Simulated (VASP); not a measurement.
Write the native input for VASP 6.6.1 that does the following.

```
Task                   : electric field gradients
Functional             : PBEsol
Potentials or basis    : VASP PAW PBE potentials, release 64 (Hf_pv, Si)
Cutoff                 : 520 eV
k mesh                 : 10 × 10 × 6
Occupations            : fermi-dirac, width 0.05 eV
Spin                   : no spin polarisation
Dipole correction      : no
Further INCAR settings : ALGO = Normal; EDIFF = 1e-08; NBANDS = 22
```

The structure of HfSi (NiAs type) lies in POSCAR:

```
HfSi
1.0
    3.6893277788      0.0000000000      0.0000000000
   -1.8446638894      3.1950515794      0.0000000000
    0.0000000000      0.0000000000      6.6148313785
Hf Si
2 2
Direct
    0.0000000000      0.0000000000      0.0000000000
    0.0000000000      0.0000000000      0.5000000000
    0.3333333333      0.6666666667      0.2500000000
    0.6666666667      0.3333333333      0.7500000000
```

These files were run (other wordings do the same):

INCAR

```
  ALGO = Normal
  EDIFF = 1E-8
  ENCUT = 520
  GGA = PS
  ISIF = 2
  ISMEAR = -1
  LASPH = True
  LCHARG = False
  LEFG = True
  LREAL = False
  LWAVE = False
  NBANDS = 22
  NELM = 100
  PREC = Accurate
  SIGMA = 0.05
```

KPOINTS

```
k-points
0
Gamma
  10 10 6
```

Potentials or basis: VASP PAW PBE potentials, release 64 (Hf_pv, Si).

Launch:

```console
$ cat potpaw_PBE.64/Hf_pv/POTCAR potpaw_PBE.64/Si/POTCAR > POTCAR
$ mpirun -np 1 vasp_std > vasp.out
```

Results of the run:

* Pressure: 0.1 GPa
* Band gap on the k mesh: zero (band 14 reaches 6.40 eV, above the bottom of band 15 at 5.46 eV)

Caveat: without QUAD_EFG the Cq values of the log hold for a quadrupole moment of 1 mb, not for the nuclei; the PAW data sets were made with another functional, which shifts forces and pressure a little; spin-orbit coupling is left out, which moves the levels of the heavy elements.

Wall time 44 s on 1 thread of Intel(R) Xeon(R) Platinum 8559C (Emerald Rapids) (shared host), peak memory 0.24 GiB.
